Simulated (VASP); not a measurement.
# LiNbO3 (R3c) in VASP: notebook

LiNbO3 is run at these levels: PBE; tasks: relaxation of shape and atoms at fixed volume, relaxation of cell and atoms.

Everything below comes from runs of VASP 6.6.1. Logs are shortened: lines on timing, memory, paths and dates and some standing lists are left out, and cuts for length are marked.

### Step 1. The cell of the first run

It takes space group R3c (No. 161, trigonal). The conventional cell has a = 5.241 Å, b = 5.241 Å, c = 14.153 Å, α = 90.00°, β = 90.00°, γ = 120.00°. Li (site symmetry 3) has 6 O at 2.10 to 2.29 Å within 2.8 Å. Nb (site symmetry 3) has 6 O at 1.90 to 2.18 Å within 2.5 Å. Within 2.5 Å of O (site symmetry 1) lie 2 Nb at 1.90 to 2.18 Å and 2 Li at 2.10 to 2.29 Å.

### Step 2. Relaxation of shape and atoms at fixed volume, PBE (11.22 Å³/atom)

Contents of INCAR:

```
SYSTEM = LiNbO3
PREC = Accurate
ENCUT = 600
EDIFF = 1E-7
ISMEAR = 0
SIGMA = 0.02
LREAL = .FALSE.
LASPH = .TRUE.
NELM = 100
ALGO = Normal
ISIF = 4
LWAVE = .FALSE.
LCHARG = .FALSE.
GGA = PE
IBRION = 2
NSW = 50
EDIFFG = -0.01
```

Contents of KPOINTS:

```
Automatic mesh
0
G
  6 6 6
  0 0 0
```

Contents of POSCAR:

```
LiNbO3
1.0
    2.6204429480      1.5129134414      4.7177453413
   -2.6204429480      1.5129134414      4.7177453413
    0.0000000000     -3.0258268828      4.7177453413
Li Nb O
2 2 6
Direct
    0.2816011486      0.2816011486      0.2816011486
    0.7816011486      0.7816011486      0.7816011486
    0.0004547331      0.0004547331      0.0004547331
    0.5004547331      0.5004547331      0.5004547331
    0.1104440530      0.3581696854      0.7211453799
    0.7211453799      0.1104440530      0.3581696854
    0.3581696854      0.7211453799      0.1104440530
    0.2211453799      0.8581696854      0.6104440530
    0.8581696854      0.6104440530      0.2211453799
    0.6104440530      0.2211453799      0.8581696854
```

Potentials or basis: VASP PAW PBE potentials, release 64 (Li_sv, Nb_sv, O).

Launch:

```sh
$ cat potpaw_PBE.64/Li_sv/POTCAR potpaw_PBE.64/Nb_sv/POTCAR potpaw_PBE.64/O/POTCAR > POTCAR
$ mpirun -np 1 vasp_std > vasp.out
```

OUTCAR:

```text
SYSTEM = LiNbO3
   PREC = Accurate
   ENCUT = 600
   EDIFF = 1E-7
   ISMEAR = 0
   LREAL = .FALSE.
   LASPH = .TRUE.
   NELM = 100
   ISIF = 4
   GGA = PE
   IBRION = 2
   NSW = 50
   EDIFFG = -0.01

 ion  position               nearest neighbor table
   1  0.282  0.282  0.282-   8 2.10  10 2.10   9 2.10
   2  0.782  0.782  0.782-   7 2.10   6 2.10   5 2.10
   3  0.000  0.000  0.000-   5 1.90   6 1.90   7 1.90   9 2.18   8 2.18  10 2.18
   4  0.500  0.500  0.500-   9 1.90  10 1.90   8 1.90   5 2.18   7 2.18   6 2.18
   5  0.110  0.358  0.721-   3 1.90   2 2.10   4 2.18
   6  0.721  0.110  0.358-   3 1.90   2 2.10   4 2.18
   7  0.358  0.721  0.110-   3 1.90   2 2.10   4 2.18
   8  0.221  0.858  0.610-   4 1.90   1 2.10   3 2.18
   9  0.858  0.610  0.221-   4 1.90   1 2.10   3 2.18
  10  0.610  0.221  0.858-   4 1.90   1 2.10   3 2.18

  LATTYP: Found a trigonal (rhomboedric) cell.
 ALAT       =     5.6047077917
 COS(alpha) =     0.5628067350

  Lattice vectors:

 A1 = (   2.6204429480,   1.5129134414,   4.7177453413)
 A2 = (  -2.6204429480,   1.5129134414,   4.7177453413)
 A3 = (   0.0000000000,  -3.0258268828,   4.7177453413)

Analysis of symmetry for initial positions (statically):
=====================================================================
 Subroutine PRICEL returns:
 Original cell was already a primitive cell.

 Routine SETGRP: Setting up the symmetry group for a
 trigonal (rhombohedral) supercell.

 Subroutine GETGRP returns: Found  6 space group operations
 (whereof  3 operations were pure point group operations)
 out of a pool of 12 trial point group operations.

The static configuration has the point symmetry C_3 .
 The point group associated with its full space group is C_3v.

Analysis of symmetry for dynamics (positions and initial velocities):
=====================================================================
 Subroutine PRICEL returns:
 Original cell was already a primitive cell.

 Routine SETGRP: Setting up the symmetry group for a
 trigonal (rhombohedral) supercell.

 Subroutine GETGRP returns: Found  6 space group operations
 (whereof  3 operations were pure point group operations)
 out of a pool of 12 trial point group operations.

The dynamic configuration has the point symmetry C_3 .
 The point group associated with its full space group is C_3v.

 Subroutine INISYM returns: Found  6 space group operations
 (whereof  3 operations are pure point group operations),
 and found     1 'primitive' translations

----------------------------------------------------------------------------------------

                                     Primitive cell

  volume of cell :     112.2211

  direct lattice vectors                    reciprocal lattice vectors
     2.620442948  1.512913441  4.717745341     0.190807436  0.110162725  0.070655220
    -2.620442948  1.512913441  4.717745341    -0.190807436  0.110162725  0.070655220
     0.000000000 -3.025826883  4.717745341     0.000000000 -0.220325449  0.070655220

  length of vectors
     5.604707792  5.604707792  5.604707792     0.231377319  0.231377319  0.231377319

  position of ions in fractional coordinates (direct lattice)
     0.281601149  0.281601149  0.281601149
     0.781601149  0.781601149  0.781601149
     0.000454733  0.000454733  0.000454733
     0.500454733  0.500454733  0.500454733
     0.110444053  0.358169685  0.721145380
     0.721145380  0.110444053  0.358169685
     0.358169685  0.721145380  0.110444053
     0.221145380  0.858169685  0.610444053
     0.858169685  0.610444053  0.221145380
     0.610444053  0.221145380  0.858169685

  ion indices of the primitive-cell ions
   primitive index   ion index
                 1           1
                 2           2
                 3           3
                 4           4
                 5           5
                 6           6
                 7           7
                 8           8
                 9           9
                10          10

[... 50 lines left out ...]
   ISMEAR =     0;   SIGMA  =   0.02  broadening in eV -4-tet -1-fermi 0-gaus
   EFERMI_NEDOS =   21; number of points for ismear=-14 and -15
   IALGO  =     38    algorithm
   IMIX   =      4    mixing-type and parameters
     AMIX     =   0.40;   BMIX     =  1.00
     AMIX_MAG =   1.60;   BMIX_MAG =  1.00
  volume/ion in A,a.u.               =      11.22        75.73
  Fermi-wavevector in a.u.,A,eV,Ry     =   1.385329  2.617892 26.111440  1.919137
  Thomas-Fermi vector in A             =   2.509749
   LORBIT       =      0    0 simple, 1 ext, 2 COOP (PROOUT), +10 PAW based schemes
   GGA     = PE    functional components
   LHFCALC =     F    Hartree Fock is set to
   AEXX    =    0.0000 exact exchange contribution
   IVDW    =     0    specifies the selected vdW correction
   LEPSILON=     F    determine dielectric tensor
   LRPA    =     F    only Hartree local field effects (RPA)
 conjugate gradient relaxation of ions
 non-spin polarized calculation
 Gauss-broadening in eV      SIGMA  =   0.02
  energy-cutoff  :      600.00
  volume of cell :      112.22
 maximum number of plane-waves:      3769
 NGX is ok and might be reduce to    48
   NGX = 23   NGY = 23   NGZ = 23

--------------------------------------- Ionic step        1  -------------------------------------------

 number of electron      67.9999993 magnetization

 Free energy of the ion-electron system (eV)
  ---------------------------------------------------
  ext. energy  EPLUGINS =         0.00000000
  ---------------------------------------------------
  free energy    TOTEN  =       -79.99713146 eV

  energy without entropy =      -79.99713146  energy(sigma->0) =      -79.99713146

------------------------ aborting loop because EDIFF is reached ----------------------------------------

  FORCE on cell =-STRESS in cart. coord.  units (eV):
  Direction    XX          YY          ZZ          XY          YZ          ZX
  --------------------------------------------------------------------------------------
  -------------------------------------------------------------------------------------
  Total       -4.4480310     -4.4480310     -3.8188879      0.0000000      0.0000000      0.0000000
  in kB      -63.5044048    -63.5044048    -54.5221478      0.0000000      0.0000000      0.0000000
  external PRESSURE =     -60.5103192 kB  Pullay stress =       0.0000000 kB
[... 113 lines left out ...]
  FREE ENERGIE OF THE ION-ELECTRON SYSTEM (eV)
  ---------------------------------------------------
  free  energy   TOTEN  =       -80.0205059878 eV

  energy  without entropy=      -80.0205059878  energy(sigma->0) =      -80.02050599

[... ionic steps 4 to 7 ...]

--------------------------------------- Ionic step        8  -------------------------------------------

 number of electron      67.9999991 magnetization

------------------------ aborting loop because EDIFF is reached ----------------------------------------
[... 83 lines left out ...]
--------------------------------------- Ionic step       10  -------------------------------------------

 number of electron      67.9999991 magnetization

 Free energy of the ion-electron system (eV)
  ---------------------------------------------------
  ext. energy  EPLUGINS =         0.00000000
  ---------------------------------------------------
  free energy    TOTEN  =       -80.02732710 eV

  energy without entropy =      -80.02732710  energy(sigma->0) =      -80.02732710

 E-fermi :   3.2978     XC(G=0): -10.5030

 val. band max:        3.0844995487   @ k =   0.0000   0.0000   0.0000
 cond. band min:       6.6008157863   @ k =   0.1667   0.1667   0.0000
 fundamental gap:      3.5163162375
 Fermi energy:         3.2978456333

 k-point     1 :       0.0000    0.0000    0.0000
  band No.  band energies     occupation
      1     -51.1929      2.00000
      2     -51.1813      2.00000
      3     -39.7765      2.00000
      4     -39.7746      2.00000
      5     -27.4500      2.00000
      6     -27.4500      2.00000
[... 1021 lines left out ...]
     39       8.0939      0.00000
     40       8.2483      0.00000

 [... further k-points ...]
[... 5 lines left out ...]
  --------------------------------------------------------------------------------------
  -------------------------------------------------------------------------------------
  Total       -2.2829279     -2.2829279     -2.2563616      0.0000000      0.0000000      0.0000000
  in kB      -32.5932938    -32.5932938    -32.2140072      0.0000000      0.0000000      0.0000000
  external PRESSURE =     -32.4668649 kB  Pullay stress =       0.0000000 kB
[... 25 lines left out ...]
  FREE ENERGIE OF THE ION-ELECTRON SYSTEM (eV)
  ---------------------------------------------------
  free  energy   TOTEN  =       -80.0273270986 eV

  energy  without entropy=      -80.0273270986  energy(sigma->0) =      -80.02732710

 reached required accuracy - stopping structural energy minimisation
```

Run time: 23 min. Hardware: 1 thread of Intel Xeon Platinum 8375C at 2.90GHz (Ice Lake), shared host; peak memory 0.42 GiB.

Results:

| Item | Value |
| --- | --- |
| Free energy | -80.0273 eV |
| Energy gained by relaxing | 3.0 meV/atom |
| Ionic steps | 10 |
| Pressure after relaxing | -3.2 GPa |
| Largest force after relaxing | 0.009 eV/Å |
| Band gap on the k mesh | 3.52 eV (least direct gap 3.53 eV) |

Forces on the atoms (eV/Å):
```
Li   0.000  0.000  0.009
Li   0.000  0.000  0.009
Nb   0.000  0.000  0.001
Nb   0.000  0.000  0.001
O    0.000  0.000 -0.003
O    0.000  0.000 -0.003
O    0.000  0.000 -0.003
O    0.000  0.000 -0.003
O    0.000  0.000 -0.003
O    0.000  0.000 -0.003
```

Step by step:
| step | energy change (eV) | largest force (eV/Å) | pressure (GPa) | volume (Å³) |
| --- | --- | --- | --- | --- |
| 1 | 0.0000 | 0.3828 | -6.05 | 112.22 |
| 2 | -0.0229 | 0.1264 | -3.45 | 112.22 |
| 3 | -0.0234 | 0.0903 | -3.80 | 112.22 |
| 4 | -0.0259 | 0.0701 | -3.71 | 112.22 |
| 5 | -0.0297 | 0.0213 | -3.43 | 112.22 |
| 6 | -0.0298 | 0.0335 | -3.38 | 112.22 |
| 7 | -0.0301 | 0.0152 | -3.17 | 112.22 |
| 8 | -0.0301 | 0.0157 | -3.17 | 112.22 |
| 9 | -0.0302 | 0.0104 | -3.29 | 112.22 |
| 10 | -0.0302 | 0.0090 | -3.25 | 112.22 |

Final structure:
```cif
data_structure
_symmetry_space_group_name_H-M 'P 1'
_symmetry_Int_Tables_number 1
_cell_length_a 5.5979
_cell_length_b 5.5979
_cell_length_c 5.5979
_cell_angle_alpha 55.889
_cell_angle_beta 55.889
_cell_angle_gamma 55.889
_cell_volume 112.22
loop_
_atom_site_label
_atom_site_type_symbol
_atom_site_fract_x
_atom_site_fract_y
_atom_site_fract_z
_atom_site_occupancy
Li1 Li 0.28183 0.28183 0.28183 1
Li2 Li 0.78183 0.78183 0.78183 1
Nb1 Nb 0.00065 0.00065 0.00065 1
Nb2 Nb 0.50065 0.50065 0.50065 1
O1 O 0.11574 0.35113 0.72247 1
O2 O 0.72247 0.11574 0.35113 1
O3 O 0.35113 0.72247 0.11574 1
O4 O 0.22247 0.85113 0.61574 1
O5 O 0.85113 0.61574 0.22247 1
O6 O 0.61574 0.22247 0.85113 1
```

Levels at points of the mesh, in eV from the valence-band top:
| k point | band 32 | band 33 | band 34 | band 35 | band 36 | band 37 |
| --- | --- | --- | --- | --- | --- | --- |
| (0.00, 0.00, 0.00) | -0.46 | 0.00 | 0.00 | 3.53 | 3.53 | 4.00 |
| (0.50, 0.00, 0.00) | -0.32 | -0.25 | -0.25 | 3.79 | 3.79 | 4.57 |
| (0.50, 0.50, 0.00) | -0.68 | -0.53 | -0.17 | 3.61 | 4.09 | 4.47 |
| (0.50, 0.50, 0.50) | -0.34 | -0.34 | -0.34 | 4.48 | 4.48 | 4.69 |

Caveat: the cutoff is under 1.25 times the usual one of these potentials, so pressure, stress and relaxed cells hold a basis-set (Pulay) error. A k mesh can miss the band edges.

(Continued in part 2 of 2.)
